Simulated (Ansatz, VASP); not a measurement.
# Si: VASP beside Ansatz

```
Si
1.0
     0.00000    2.73000    2.73000
     2.73000    0.00000    2.73000
     2.73000    2.73000    0.00000
Si
2
Direct
  0.00000 0.00000 0.00000
  0.25000 0.25000 0.25000
```

Alike in both runs: task relaxation of cell and atoms; functional r2SCAN; k mesh 18 × 18 × 18; occupations gaussian, width 0.02 eV; no spin polarisation.

|  | VASP | Ansatz |
| --- | --- | --- |
| version | VASP 6.6.1 | Ansatz 0.2.0 |
| potentials or method | VASP PAW PBE potentials, release 64 (Si) | scalar-relativistic, plane waves, PAW |
| plane-wave cutoff (eV) | 600 | 500 |
| valence electrons in the cell | 8 | 8 |

```csv
,VASP,Ansatz,Ansatz less VASP
"gap on the k mesh at the Fermi level, each at its own relaxed structure (eV)",0.80,0.79,-0.011
relaxed volume (Å³/atom),20.12,20.17,+0.049
relaxed cell length with the largest relative difference (Å),3.846,3.850,+0.0031
```

VASP's potentials were made for PBE, not for r2SCAN.
